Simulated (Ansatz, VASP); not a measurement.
# Two plane-wave programs on BN

INCAR

```
PREC     = Accurate       # precision mode
ENCUT    = 520            # plane-wave cutoff, eV
EDIFF    = 1E-6           # SCF threshold, eV
ISMEAR   = 0              # smearing method
SIGMA    = 0.05           # smearing width, eV
LREAL    = False          # projectors in reciprocal space
LASPH    = True           # aspherical terms in the spheres
NELM     = 80             # most SCF steps
ALGO     = Normal         # electronic algorithm
ISIF     = 2              # what is computed and relaxed
LWAVE    = False          # write WAVECAR
LCHARG   = True           # write CHGCAR
GGA      = PE             # functional
IVDW     = 12             # dispersion correction
LELF     = True           # ELF
LVHAR    = True         
NBANDS   = 26             # bands
```

Contents of KPOINTS:

```
Automatic mesh
0
Gamma
  10 10 2
```

File POSCAR:

```
BN
1.0
   -2.5039917043      0.0000000000      0.0000000000
   -1.2519958521     -2.1685204268      0.0000000000
    0.0000000000      0.0000000000     13.5724000000
B N
4 4
Direct
    0.3333333333      0.3333333333      0.8588827326
    0.3333333333      0.3333333333      0.3680925997
    0.6666666667      0.6666666667      0.1226975332
    0.6666666667      0.6666666667      0.6134876661
    0.3333333333      0.3333333333      0.1226975332
    0.3333333333      0.3333333333      0.6134876661
    0.6666666667      0.6666666667      0.8588827326
    0.6666666667      0.6666666667      0.3680925997
```

Input for Ansatz:

```yaml
crystal:
  lattice:
    - [-2.5039917043, 0.0, 0.0]
    - [-1.2519958521, -2.1685204268, 0.0]
    - [0.0, 0.0, 13.5724]
  atoms:
    - { symbol: B, position: [0.3333333333, 0.3333333333, 0.8588827326] }
    - { symbol: B, position: [0.3333333333, 0.3333333333, 0.3680925997] }
    - { symbol: B, position: [0.6666666667, 0.6666666667, 0.1226975332] }
    - { symbol: B, position: [0.6666666667, 0.6666666667, 0.6134876661] }
    - { symbol: "N", position: [0.3333333333, 0.3333333333, 0.1226975332] }
    - { symbol: "N", position: [0.3333333333, 0.3333333333, 0.6134876661] }
    - { symbol: "N", position: [0.6666666667, 0.6666666667, 0.8588827326] }
    - { symbol: "N", position: [0.6666666667, 0.6666666667, 0.3680925997] }
basis:
  ecutwfc: 420
kpoints:
  mp_grid: { grid: [10, 10, 2] }
hamiltonian:
  xc: pbe
  dispersion: d3bj
scf:
  occupations: { method: gaussian, width: 0.05 }
output:
  forces: true
  stress: true
  eigenvalues: true
```

Alike in both runs: task single point; functional PBE; dispersion D3(BJ); k mesh 10 × 10 × 2; occupations gaussian, width 0.05 eV; no spin polarisation.

|  | VASP | Ansatz |
| --- | --- | --- |
| version | VASP 6.6.1 | Ansatz 0.2.0 |
| potentials or method | VASP PAW PBE potentials, release 64 (B, N), cutoff 520 eV | scalar-relativistic, plane waves, PAW |
| valence electrons in the cell | 32 | 32 |

|  | VASP | Ansatz | Ansatz less VASP |
| --- | --- | --- | --- |
| gap on the k mesh at the Fermi level (eV) | 4.27 | 4.28 | +0.007 |
| least direct gap on the mesh (eV) | 4.70 | 4.70 | +0.005 |
| pressure (GPa) | 0.6 | 0.6 | -0.06 |
| traceless stress, the component that is largest in VASP (GPa) | -1.28 | -1.07 | +0.203 |
| rms of the force components (eV/Å) | 0.010 | 0.010 | -0.0001 |

Atom by atom the forces differ by 0.000 eV/Å (rms over components).
